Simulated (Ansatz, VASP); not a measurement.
**MgCd3O4 in VASP and in Ansatz**

```
Mg Cd O
1.0
     3.30768    0.00000    0.00000
     0.00000    3.30768    0.00000
     0.00000    0.00000    9.33048
Mg Cd O
1 3 4
Cartesian
  0.0000 0.0000 0.0000
  1.6538 1.6538 2.2701
  0.0000 0.0000 4.6652
  1.6538 1.6538 7.0604
  0.0000 0.0000 2.1670
  1.6538 1.6538 4.6652
  0.0000 0.0000 7.1635
  1.6538 1.6538 0.0000
```

Alike in both runs: functional PBE; k mesh 12 × 12 × 4; occupations gaussian, width 0.1 eV; no spin polarisation.

Ansatz relaxed the structure, and its values are those at the end. VASP's run is a single point on that final structure, the one shown.

|  | VASP | Ansatz |
| --- | --- | --- |
| version | VASP 6.6.1 | Ansatz 0.2.0 |
| potentials or method | VASP PAW PBE potentials, release 64 (Mg, Cd, O), cutoff 520 eV | scalar-relativistic, plane waves, PAW |
| valence electrons in the cell | 62 | 94 |

Ansatz gave:

| Quantity | Value |
| --- | --- |
| gap on the k mesh at the Fermi level (eV) | none |
| pressure (GPa) | 0.0 |
| rms of the force components (eV/Å) | 0.001 |

Question: Estimate VASP's values.

Answer: gap on the k mesh at the Fermi level (eV): none; pressure (GPa): 1.0; rms of the force components (eV/Å): 0.014.

A gap of «none» marks a metal or a gap that the smearing closes. VASP's potentials hold 62 valence electrons a cell and Ansatz's 94, so a difference there can come from the potentials and not from the codes.
